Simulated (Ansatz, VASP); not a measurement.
**Co in VASP and in Ansatz**

```
Co
1.0
     2.26992    0.00000    0.00000
    -1.13496    1.96581    0.00000
     0.00000    0.00000    3.70808
Co
2
Cartesian
  1.1350 0.6553 0.9636
  0.0000 1.3105 2.7445
```

Change from the starting cell: volume scaled by 0.76, no spin polarisation, PAW files.

Alike in both runs: task single point; functional PBE; k mesh 15 × 15 × 8; occupations fermi-dirac, width 0.08 eV; no spin polarisation.

```csv
,VASP,Ansatz
version,VASP 6.6.1,Ansatz 0.2.0
potentials or method,"VASP PAW PBE potentials, release 64 (Co)","PAW with Ansatz's default frozen-core files, scalar-relativistic"
plane-wave cutoff (eV),520,420
valence electrons in the cell,18,34
```

```tsv
	VASP	Ansatz	Ansatz less VASP
pressure (GPa)	94.7	97.3	+2.62
traceless stress, the component that is largest in VASP (GPa)	-3.67	-3.67	-0.002
rms of the force components (eV/Å)	1.018	1.028	+0.0107
```

Atom by atom the forces differ by 0.011 eV/Å (rms over components). Both programs put the cell under a high pressure, so it lies far from rest at this level. VASP's potentials hold 18 valence electrons a cell and Ansatz's 34, so a difference there can come from the potentials and not from the codes.

Noted on VASP's run: the cell as given lies far from equilibrium.
